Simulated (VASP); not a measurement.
Input of a VASP 6.6.1 run:

The input INCAR:

```
SYSTEM = ZnIr
ALGO = Normal
EDIFF = 1E-6
ENCUT = 500
GGA = PS
GGA_COMPAT = .False.
ISIF = 2
ISMEAR = 1
LASPH = .True.
LCHARG = .False.
LREAL = .False.
LWAVE = .False.
NBANDS = 18
NELM = 120
PREC = Accurate
SIGMA = 0.1
```

File KPOINTS:

```
k-points
0
Gamma
  3 3 2
  0 0 0
```

File POSCAR:

```
ZnIr
1.0
    2.7771790600      0.0000000000      0.0000000000
   -1.3885895300      2.4051076200      0.0000000000
    0.0000000000      0.0000000000      4.1638620700
Zn Ir
1 1
Direct
    0.6666666667      0.3333333333      0.5000000000
    0.0000000000      0.0000000000      0.0000000000
```

Potentials or basis: VASP PAW PBE potentials, release 64 (Zn, Ir).

Launch:

```console
$ cat potpaw_PBE.64/Zn/POTCAR potpaw_PBE.64/Ir/POTCAR > POTCAR
$ mpirun -np 1 vasp_std > vasp.out
```

Problem. Estimate the pressure.

Solution. 3.3 GPa.

Stress tensor (GPa, compression positive):
```
-4.60  0.00  0.00
 0.00 -4.60  0.00
 0.00  0.00 19.16
```

Caveat: the k points lie up to 0.87 Å⁻¹ apart; the PAW data sets were made with another functional, which shifts forces and pressure a little.
